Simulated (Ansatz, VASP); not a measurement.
One calculation of HgTe, two programs

```
CELL_PARAMETERS angstrom
-3.06577 3.06577 1.56974
3.06577 -3.06577 1.56974
3.06577 3.06577 -1.56974
ATOMIC_POSITIONS crystal
Hg 0.75000 0.25000 0.50000
Te 0.00000 0.00000 0.00000
```

Change from the starting cell: volume scaled by 1.02.

Alike in both runs: task single point; functional LDA; k mesh 10 × 10 × 10; occupations fermi-dirac, width 0.05 eV; no spin polarisation.

|  | VASP | Ansatz |
| --- | --- | --- |
| version | VASP 6.6.1 | Ansatz 0.2.0 |
| potentials or method | VASP PAW LDA potentials, release 64 (Hg, Te), cutoff 520 eV | all-electron LAPW, scalar-relativistic |

Ansatz gave:

- gap on the k mesh at the Fermi level (eV): none
- pressure (GPa): -5.5
- traceless stress, the component that is largest in VASP (GPa): 2.41

**Question.** What did VASP give for the same quantities?

**Answer.** gap on the k mesh at the Fermi level (eV): none; pressure (GPa): -5.3; traceless stress, the component that is largest in VASP (GPa): 2.46.

LDA's correlation is that of Perdew and Zunger in VASP and of Perdew and Wang (1992) in Ansatz. A gap of «none» marks a metal or a gap that the smearing closes. Ansatz ran all-electron here, and VASP with PAW potentials.

Spin-orbit coupling is off throughout.
